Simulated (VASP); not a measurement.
The system is Mg3PN.

```
P N Mg
1.0
     4.15155    0.00000    0.00000
     0.00000    4.15155    0.00000
     0.00000    0.00000    4.15155
P N Mg
1 1 3
Direct
  0.00000 0.00000 0.00000
  0.50000 0.50000 0.50000
  0.50000 0.50000 0.00000
  0.50000 0.00000 0.50000
  0.00000 0.50000 0.50000
```

Base run:

| Item | Value |
| --- | --- |
| Program | VASP 6.6.1 |
| Functional | PBE0 |
| Potentials or basis | VASP PAW PBE potentials, release 64 (P, N, Mg) |
| Cutoff | 520 eV |
| k mesh | 4 × 4 × 4 |
| Occupations | gaussian, width 0.01 eV |
| Spin | no spin polarisation |

Its results: band gap on the k mesh 3.21 eV; pressure -0.5 GPa.

The run is repeated on the same cell with these changes: functional from PBE0 to HSE06. What comes out?

Band gap on the k mesh 2.49 eV; pressure -0.5 GPa.

Caveats: the PAW data sets were made with another functional, which shifts forces and pressure a little.

A k mesh can miss the band edges.
